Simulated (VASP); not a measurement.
Here is a VASP 6.6.1 calculation.

File INCAR:

```
  PREC = Accurate
  ENCUT = 520
  EDIFF = 1E-6
  ISMEAR = -1
  SIGMA = 0.05
  LREAL = False
  LASPH = True
  NELM = 120
  ALGO = Normal
  ISIF = 2
  LWAVE = False
  LCHARG = False
  NBANDS = 14
  GGA_COMPAT = False
```

KPOINTS

```
Automatic mesh
0
Gamma
  9 9 5
```

The input POSCAR:

```
Re
1.0
    2.7608000000      0.0000000000      0.0000000000
   -1.3804000000      2.3909229348      0.0000000000
    0.0000000000      0.0000000000      4.4582000000
Re
2
Direct
    0.4146249186      0.7909464469      0.2500000000
    1.2520416410      0.2090535804      0.7500000000
```

Potentials or basis: VASP PAW LDA potentials, release 64 (Re).

Launch:

```sh
$ cat potpaw_LDA.64/Re/POTCAR > POTCAR
$ mpirun -np 1 vasp_std > vasp.out
```

What does it give for the largest force?

1.350 eV/Å.

Estimate the pressure.

-5.1 GPa.

Estimate the band gap on the k mesh.

zero (bands 7 and 8 overlap by 3.00 eV).

Stress tensor (GPa, compression positive):
```
-10.12  -9.01   0.00
 -9.01   0.32   0.00
  0.00   0.00  -5.55
```

Caveat: the stress differs along the axes, from -10 to 0 GPa; spin-orbit coupling is left out, which moves the levels of the heavy elements; forces of over 1 eV/Å act on the atoms, so gaps and moduli don't describe the material at rest.
